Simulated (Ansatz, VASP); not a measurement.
# TlCuI3: VASP beside Ansatz

```
CELL_PARAMETERS angstrom
5.54638 0.00000 0.00000
0.00000 5.54638 0.00000
0.00000 0.00000 5.54638
ATOMIC_POSITIONS crystal
Tl 0.50000 0.50000 0.50000
Cu 0.00000 0.00000 0.00000
I 0.50000 0.00000 0.00000
I 0.00000 0.50000 0.00000
I 0.00000 0.00000 0.50000
```

Alike in both runs: functional PBE; k mesh 8 × 8 × 8; occupations gaussian, width 0.1 eV; no spin polarisation.

Ansatz relaxed the structure, and its values are those at the end. VASP's run is a single point on that final structure, the one shown.

|  | VASP | Ansatz |
| --- | --- | --- |
| version | VASP 6.6.1 | Ansatz 0.2.0 |
| potentials or method | VASP PAW PBE potentials, release 64 (Tl_d, Cu, I), cutoff 520 eV | scalar-relativistic, plane waves, PAW |
| valence electrons in the cell | 45 | 83 |

```tsv
	VASP	Ansatz	Ansatz less VASP
gap on the k mesh at the Fermi level (eV)	none	none	-
pressure (GPa)	0.0	0.0	0.00
```

A gap of «none» marks a metal or a gap that the smearing closes. VASP's potentials hold 45 valence electrons a cell and Ansatz's 83, so a difference there can come from the potentials and not from the codes.

Neither program's run includes spin-orbit coupling.
